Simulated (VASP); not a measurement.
# Al3C (I4/mmm) in VASP: a series of runs

Al3C is run at these levels: PBE; tasks: single point.

All numbers are computed with VASP 6.6.1; they aren't measurements. Logs are shortened: lines on timing, memory, paths and dates and some standing lists are left out, and cuts for length are marked.

## Step 1: The cell of the first run

The structure is tetragonal, space group I4/mmm (No. 139). The conventional cell has a = 3.618 Å, b = 3.618 Å, c = 8.082 Å, α = 90.00°, β = 90.00°, γ = 90.00°. Within 3.4 Å of Al (site symmetry 4/mmm) lie 4 C at 2.56 Å and 8 Al at 2.71 Å. Al (site symmetry -4m2) has 8 Al at 2.56 to 2.71 Å and 4 C at 2.71 Å within 3.4 Å. Within 3.4 Å of C (site symmetry 4/mmm) lie 12 Al at 2.56 to 2.71 Å.

## Step 2: Single point, PBE

INCAR reads:

```
SYSTEM = Al3C
  PREC = Accurate
  ENCUT = 520
  EDIFF = 1E-6
  ISMEAR = 0
  SIGMA = 0.1
  LREAL = .FALSE.
  LASPH = .TRUE.
  NELM = 60
  ALGO = Normal
  ISIF = 2
  LWAVE = .FALSE.
  LCHARG = .FALSE.
  GGA = PE
  NBANDS = 14
```

KPOINTS reads:

```
Automatic mesh
0
G
  8 8 8
  0 0 0
```

POSCAR reads:

```
Al3C
1.0
   -1.8090240321      1.8090240321      4.0409367990
    1.8090240321     -1.8090240321      4.0409367990
    1.8090240321      1.8090240321     -4.0409367990
Al C
3 1
Direct
    0.5000000000      0.5000000000      0.0000000000
    0.2500000000      0.7500000000      0.5000000000
    0.7500000000      0.2500000000      0.5000000000
    0.0000000000      0.0000000000      0.0000000000
```

Potentials or basis: VASP PAW PBE potentials, release 64 (Al, C).

On the command line:

```console
$ cat potpaw_PBE.64/Al/POTCAR potpaw_PBE.64/C/POTCAR > POTCAR
$ mpirun -np 1 vasp_std > vasp.out
```

OUTCAR:

```text
SYSTEM = Al3C
   PREC = Accurate
   ENCUT = 520
   EDIFF = 1E-6
   ISMEAR = 0
   LREAL = .FALSE.
   LASPH = .TRUE.
   NELM = 60
   ISIF = 2
   GGA = PE

 ion  position               nearest neighbor table
   1  0.500  0.500  0.000-   4 2.56   4 2.56   4 2.56   4 2.56   3 2.71   2 2.71   3 2.71   3 2.71
                             2 2.71   2 2.71   3 2.71   2 2.71
   2  0.250  0.750  0.500-   3 2.56   3 2.56   3 2.56   3 2.56   4 2.71   1 2.71   4 2.71   1 2.71
                             4 2.71   4 2.71   1 2.71   1 2.71
   3  0.750  0.250  0.500-   2 2.56   2 2.56   2 2.56   2 2.56   4 2.71   1 2.71   4 2.71   4 2.71
                             1 2.71   1 2.71   4 2.71   1 2.71
   4  0.000  0.000  0.000-   1 2.56   1 2.56   1 2.56   1 2.56   3 2.71   2 2.71   3 2.71   2 2.71
                             3 2.71   3 2.71   2 2.71   2 2.71

  LATTYP: Found a body centered tetragonal cell.
 ALAT       =     3.6180480642
 C/A-ratio  =     2.2337662338

  Lattice vectors:

 A1 = (  -1.8090240321,   1.8090240321,   4.0409367990)
 A2 = (   1.8090240321,  -1.8090240321,   4.0409367990)
 A3 = (   1.8090240321,   1.8090240321,  -4.0409367990)

Analysis of symmetry for initial positions (statically):
=====================================================================
 Subroutine PRICEL returns:
 Original cell was already a primitive cell.

 Routine SETGRP: Setting up the symmetry group for a
 body centered tetragonal supercell.

 Subroutine GETGRP returns: Found 16 space group operations
 (whereof 16 operations were pure point group operations)
 out of a pool of 16 trial point group operations.

The static configuration has the point symmetry D_4h.

Analysis of symmetry for dynamics (positions and initial velocities):
=====================================================================
 Subroutine PRICEL returns:
 Original cell was already a primitive cell.

 Routine SETGRP: Setting up the symmetry group for a
 body centered tetragonal supercell.

 Subroutine GETGRP returns: Found 16 space group operations
 (whereof 16 operations were pure point group operations)
 out of a pool of 16 trial point group operations.

The dynamic configuration has the point symmetry D_4h.

 Subroutine INISYM returns: Found 16 space group operations
 (whereof 16 operations are pure point group operations),
 and found     1 'primitive' translations

----------------------------------------------------------------------------------------

                                     Primitive cell

  volume of cell :      52.8970

  direct lattice vectors                    reciprocal lattice vectors
    -1.809024032  1.809024032  4.040936799     0.000000000  0.276392127  0.123733685
     1.809024032 -1.809024032  4.040936799     0.276392127  0.000000000  0.123733685
     1.809024032  1.809024032 -4.040936799     0.276392127  0.276392127  0.000000000

  length of vectors
     4.782709077  4.782709077  4.782709077     0.302824425  0.302824425  0.390877495

  position of ions in fractional coordinates (direct lattice)
     0.500000000  0.500000000  0.000000000
     0.250000000  0.750000000  0.500000000
     0.750000000  0.250000000  0.500000000
     0.000000000  0.000000000  0.000000000

  ion indices of the primitive-cell ions
   primitive index   ion index
                 1           1
                 2           2
                 3           3
                 4           4

----------------------------------------------------------------------------------------

 KPOINTS: Automatic mesh

Automatic generation of k-mesh.
 Grid dimensions read from file:
 generate k-points for:    8    8    8

 Generating k-lattice:

  Cartesian coordinates                     Fractional coordinates (reciprocal lattice)
     0.000000000  0.034549016  0.015466711     0.125000000  0.000000000 -0.000000000
     0.034549016  0.000000000  0.015466711     0.000000000  0.125000000 -0.000000000
     0.034549016  0.034549016  0.000000000     0.000000000  0.000000000  0.125000000

  Length of vectors
     0.037853053  0.037853053  0.048859687

  Shift w.r.t. Gamma in fractional coordinates (k-lattice)
     0.000000000  0.000000000  0.000000000

 Subroutine IBZKPT returns following result:
 ===========================================

 Found     59 irreducible k-points:

 Following reciprocal coordinates:
            Coordinates               Weight
  0.000000  0.000000  0.000000      1.000000
  0.125000  0.000000  0.000000      8.000000
  0.250000  0.000000  0.000000      8.000000
  0.375000  0.000000  0.000000      8.000000
  0.500000  0.000000  0.000000      4.000000
  0.125000  0.125000  0.000000      8.000000
[... 16 lines left out ...]
  0.250000  0.125000  0.125000     16.000000
  0.375000  0.125000  0.125000      8.000000
 [... further k-points ...]
   k-points           NKPTS =     59   k-points in BZ     NKDIM =     59   number of bands    NBANDS=     14
   number of dos      NEDOS =    301   number of ions     NIONS =      4
   total plane-waves  NPLWV =  46656
   dimension x,y,z NGX =    36 NGY =   36 NGZ =   36
   dimension x,y,z NGXF=    72 NGYF=   72 NGZF=   72
   ions per type =               3   1
   NGX,Y,Z   is equivalent  to a cutoff of  12.51, 12.51, 12.51 a.u.
   NGXF,Y,Z  is equivalent  to a cutoff of  25.03, 25.03, 25.03 a.u.
 SYSTEM =  Al3C
   PREC   = accura    normal or accurate (medium, high low for compatibility)
   ISTART =      0    job   : 0-new  1-cont  2-samecut
   ICHARG =      2    charge: 1-file 2-atom 10-const
   ISPIN  =      1    spin polarized calculation?
   LNONCOLLINEAR =      F non collinear calculations
   LSORBIT =      F    spin-orbit coupling
   LASPH  =      T    aspherical Exc in radial PAW
   ENCUT  =  520.0 eV  38.22 Ry    6.18 a.u.   8.89  8.89  8.89*2*pi/ulx,y,z
   NELM   =     60;   NELMIN=  2; NELMDL= -5     # of ELM steps
   EDIFF  = 0.1E-05   stopping-criterion for ELM
   LREAL  =      F    real-space projection
   EDIFFG = 0.1E-04   stopping-criterion for IOM
   NSW    =      0    number of steps for IOM
   IBRION =     -1    ionic relax: 0-MD 1-quasi-New 2-CG
   NFREE  =      0    steps in history (QN), initial steepest desc. (CG)
   ISIF   =      2    stress and relaxation
   ISYM   =      2    0-nonsym 1-usesym 2-fastsym
   POTIM  = 0.5000    time-step for ionic-motion
   TEBEG  =    0.0;   TEEND  =   0.0 temperature during run
   PSTRESS=    0.0 pullay stress
   NELECT =      13.0000    total number of electrons
   NUPDOWN=      -1.0000    fix difference up-down
   EMIN   =  10.00;   EMAX   =-10.00  energy-range for DOS
   EFERMI =   0.00;   METHOD = LEGACY
   ISMEAR =     0;   SIGMA  =   0.10  broadening in eV -4-tet -1-fermi 0-gaus
   EFERMI_NEDOS =   21; number of points for ismear=-14 and -15
   IALGO  =     38    algorithm
   IMIX   =      4    mixing-type and parameters
     AMIX     =   0.40;   BMIX     =  1.00
     AMIX_MAG =   1.60;   BMIX_MAG =  1.00
  volume/ion in A,a.u.               =      13.22        89.24
  Fermi-wavevector in a.u.,A,eV,Ry     =   1.025445  1.937810 14.307036  1.051537
  Thomas-Fermi vector in A             =   2.159286
   LORBIT       =      0    0 simple, 1 ext, 2 COOP (PROOUT), +10 PAW based schemes
   GGA     = PE    functional components
   LHFCALC =     F    Hartree Fock is set to
   AEXX    =    0.0000 exact exchange contribution
   IVDW    =     0    specifies the selected vdW correction
   LEPSILON=     F    determine dielectric tensor
   LRPA    =     F    only Hartree local field effects (RPA)
 non-spin polarized calculation
 Gauss-broadening in eV      SIGMA  =   0.10
  energy-cutoff  :      520.00
  volume of cell :       52.90
 maximum number of plane-waves:      1468
   NGX = 17   NGY = 17   NGZ = 17

 number of electron      13.0000000 magnetization

 Free energy of the ion-electron system (eV)
  ---------------------------------------------------
  ext. energy  EPLUGINS =         0.00000000
  ---------------------------------------------------
  free energy    TOTEN  =       -16.58625931 eV

  energy without entropy =      -16.57769886  energy(sigma->0) =      -16.58197909

 E-fermi :   8.6244     XC(G=0): -10.7751

 val. band max:        8.6231576862   @ k =  -0.3750  -0.3750   0.1250
 cond. band min:       8.6324523365   @ k =   0.2500   0.2500   0.1250
 fundamental gap:      0.0092946503
 Fermi energy:         8.6243598298

 k-point     1 :       0.0000    0.0000    0.0000
  band No.  band energies     occupation
      1      -4.5808      2.00000
      2       2.7119      2.00000
      3       3.9391      2.00000
      4       6.4032      2.00000
      5       6.4032      2.00000
      6       8.1743      2.00000
      7       8.5108      1.89176
      8       8.5108      1.89176
      9       8.6164      1.09008
     10      10.6209      0.00000
     11      12.1662      0.00000
     12      14.7312      0.00000
     13      14.7312      0.00000
     14      16.3451      0.00000

 k-point     2 :       0.1250    0.0000    0.0000
  band No.  band energies     occupation
      1      -4.3969      2.00000
      2       2.3057      2.00000
      3       4.2311      2.00000
      4       5.6207      2.00000
      5       6.4363      2.00000
      6       6.6670      2.00000
      7       8.7799      0.02787
      8       8.9806      0.00000
      9       9.9282      0.00000
     10      11.2399      0.00000
     11      13.2246      0.00000
     12      13.4856      0.00000
     13      14.1621      0.00000
     14      16.7824      0.00000

 k-point     3 :       0.2500    0.0000    0.0000
  band No.  band energies     occupation
      1      -3.8609      2.00000
      2       1.5432      2.00000
      3       3.4916      2.00000
      4       4.7985      2.00000
      5       6.4980      2.00000
      6       6.5745      2.00000
      7       9.3893      0.00000
      8       9.4630      0.00000
      9      11.2102      0.00000
     10      11.9822      0.00000
     11      12.0203      0.00000
     12      13.5624      0.00000
     13      15.0633      0.00000
     14      16.9514      0.00000

 k-point     4 :       0.3750    0.0000    0.0000
  band No.  band energies     occupation
      1      -3.0552      2.00000
      2       0.3901      2.00000
      3       2.8625      2.00000
      4       3.9015      2.00000
      5       6.8163      2.00000
      6       7.6737      2.00000
      7       9.7648      0.00000
      8       9.9258      0.00000
      9      11.0717      0.00000
     10      11.4099      0.00000
     11      12.5642      0.00000
     12      14.2160      0.00000
     13      15.2688      0.00000
     14      15.4238      0.00000

 k-point     5 :       0.5000    0.0000    0.0000
  band No.  band energies     occupation
      1      -2.4697      2.00000
      2      -0.3968      2.00000
      3       2.7888      2.00000
      4       3.5028      2.00000
      5       6.9655      2.00000
      6       8.7933      0.01689
      7       9.1438      0.00000
      8       9.7440      0.00000
      9      11.2121      0.00000
     10      11.8606      0.00000
     11      12.5943      0.00000
[... 276 lines left out ...]
 k-point    22 :       0.1250    0.1250    0.1250
  band No.  band energies     occupation
      1      -3.2848      2.00000
      2       1.6335      2.00000
      3       3.9416      2.00000
      4       4.1300      2.00000
      5       4.8441      2.00000
      6       6.5655      2.00000
      7       7.2717      2.00000
      8       8.6558      0.65699
      9      12.1020      0.00000
     10      12.6861      0.00000
     11      13.3178      0.00000
     12      15.3249      0.00000
     13      16.0842      0.00000
     14      17.2038      0.00000

 k-point    23 :       0.2500    0.1250    0.1250
  band No.  band energies     occupation
      1      -2.5323      2.00000
      2       0.8965      2.00000
      3       3.2099      2.00000
      4       4.2134      2.00000
      5       4.3263      2.00000
      6       6.5028      2.00000
      7       7.4106      2.00000
      8       9.3947      0.00000
      9      11.2533      0.00000
     10      12.6166      0.00000
     11      13.6722      0.00000
     12      14.8457      0.00000
     13      16.6586      0.00000
     14      16.9265      0.00000

 k-point    24 :       0.3750    0.1250    0.1250
  band No.  band energies     occupation
      1      -2.0216      2.00000
      2       0.2776      2.00000
      3       3.1178      2.00000
      4       3.9468      2.00000
      5       4.4524      2.00000
      6       5.9430      2.00000
      7       8.8159      0.00676
      8       8.8996      0.00010
      9      11.3363      0.00000
     10      12.0344      0.00000
     11      13.7647      0.00000
     12      14.2195      0.00000
     13      16.9103      0.00000
     14      17.4355      0.00000

 [... further k-points ...]

------------------------ aborting loop because EDIFF is reached ----------------------------------------

  FORCE on cell =-STRESS in cart. coord.  units (eV):
  Direction    XX          YY          ZZ          XY          YZ          ZX
  --------------------------------------------------------------------------------------
  -------------------------------------------------------------------------------------
  Total        0.5135294      0.5135294      0.7705115      0.0000000      0.0000000      0.0000000
  in kB       15.5541102     15.5541102     23.3377500      0.0000000      0.0000000      0.0000000
  external PRESSURE =      18.1486568 kB  Pullay stress =       0.0000000 kB

 VOLUME and BASIS-vectors are now :
 -----------------------------------------------------------------------------
  energy-cutoff  :      520.00
  volume of cell :       52.90
      direct lattice vectors                 reciprocal lattice vectors
    -1.809024032  1.809024032  4.040936799     0.000000000  0.276392127  0.123733685
     1.809024032 -1.809024032  4.040936799     0.276392127  0.000000000  0.123733685
     1.809024032  1.809024032 -4.040936799     0.276392127  0.276392127  0.000000000

 POSITION                                       TOTAL-FORCE (eV/Angst)
 -----------------------------------------------------------------------------------
      0.00000      0.00000      4.04094         0.000000     -0.000000      0.000000
      1.80902      0.00000      2.02047         0.000000     -0.000000     -0.000000
      0.00000      1.80902      2.02047        -0.000000      0.000000      0.000000
      0.00000      0.00000      0.00000         0.000000     -0.000000      0.000000
 -----------------------------------------------------------------------------------
    total drift:                               -0.000000      0.000000      0.000000

  FREE ENERGIE OF THE ION-ELECTRON SYSTEM (eV)
  ---------------------------------------------------
  free  energy   TOTEN  =       -16.5862593113 eV

  energy  without entropy=      -16.5776988620  energy(sigma->0) =      -16.58197909
```

It took 29 s on 1 thread of Intel Xeon Platinum 8488C (Sapphire Rapids), shared host; peak memory 0.21 GiB.

Results:

```yaml
Free_energy: -16.5863 eV
Pressure: 1.8 GPa
```

Levels at points of the mesh, in eV from the Fermi level:
| k point | band 2 | band 3 | band 4 | band 5 | band 6 | band 7 | band 8 | band 9 | band 10 | band 11 |
| --- | --- | --- | --- | --- | --- | --- | --- | --- | --- | --- |
| (0.00, 0.00, 0.00) | -5.91 | -4.69 | -2.22 | -2.22 | -0.45 | -0.11 | -0.11 | -0.01 | 2.00 | 3.54 |
| (0.50, 0.00, 0.00) | -9.02 | -5.84 | -5.12 | -1.66 | 0.17 | 0.52 | 1.12 | 2.59 | 3.24 | 3.97 |
| (0.50, 0.50, 0.00) | -6.95 | -5.65 | -5.44 | -5.38 | -3.99 | -0.85 | 1.05 | 1.31 | 1.76 | 5.90 |
| (0.50, 0.50, 0.50) | -10.15 | -3.43 | -3.27 | -3.27 | 0.49 | 1.31 | 2.83 | 2.83 | 4.69 | 6.36 |

## Step 3: Single point, PBE

This run uses another cell than the first one, of 13.49 Å³/atom, 1.020 times its volume.

INCAR reads:

```
  PREC = Accurate
  ENCUT = 520
  EDIFF = 1E-6
  ISMEAR = 0
  SIGMA = 0.1
  LREAL = F
  LASPH = T
  NELM = 100
  ALGO = Normal
  ISIF = 2
  LWAVE = F
  LCHARG = T
  GGA = PE
  LELF = T
  LVHAR = T
  NBANDS = 14
```

KPOINTS reads:

```
Automatic mesh
0
Gamma
  18 18 18
```

POSCAR reads:

```
Al3C
1.0
   -1.8069404349      1.8069404349      4.1311306899
    1.8069404349     -1.8069404349      4.1311306899
    1.8069404349      1.8069404349     -4.1311306899
Al C
3 1
Direct
    0.5000000000      0.5000000000      0.0000000000
    0.2500000000      0.7500000000      0.5000000000
    0.7500000000      0.2500000000      0.5000000000
    0.0000000000      0.0000000000      0.0000000000
```

Potentials or basis: VASP PAW PBE potentials, release 64 (Al, C).

On the command line:

```console
$ cat potpaw_PBE.64/Al/POTCAR potpaw_PBE.64/C/POTCAR > POTCAR
$ mpirun -np 1 vasp_std > vasp.out
```

Wall time 8.6 min (1 thread of Intel Xeon 8259CL, shared host); peak memory 0.44 GiB.

It converged, with:

| Property | Result |
| --- | --- |
| Free energy | -16.5900 eV |
| Pressure | 0.0 GPa |

Levels at points of the mesh, in eV from the Fermi level:
| k point | band 2 | band 3 | band 4 | band 5 | band 6 | band 7 | band 8 | band 9 | band 10 | band 11 |
| --- | --- | --- | --- | --- | --- | --- | --- | --- | --- | --- |
| (0.00, 0.00, 0.00) | -6.06 | -4.74 | -2.10 | -2.10 | -0.30 | -0.09 | -0.02 | -0.02 | 2.18 | 3.55 |
| (0.50, 0.00, 0.00) | -8.86 | -5.86 | -5.09 | -1.51 | 0.23 | 0.43 | 1.30 | 2.61 | 3.26 | 3.74 |
| (0.50, 0.50, 0.00) | -6.75 | -5.55 | -5.30 | -5.26 | -3.94 | -0.86 | 0.83 | 1.06 | 1.68 | 5.87 |
| (0.50, 0.50, 0.50) | -10.08 | -3.30 | -3.08 | -3.08 | 0.70 | 1.22 | 2.73 | 2.73 | 4.47 | 6.35 |
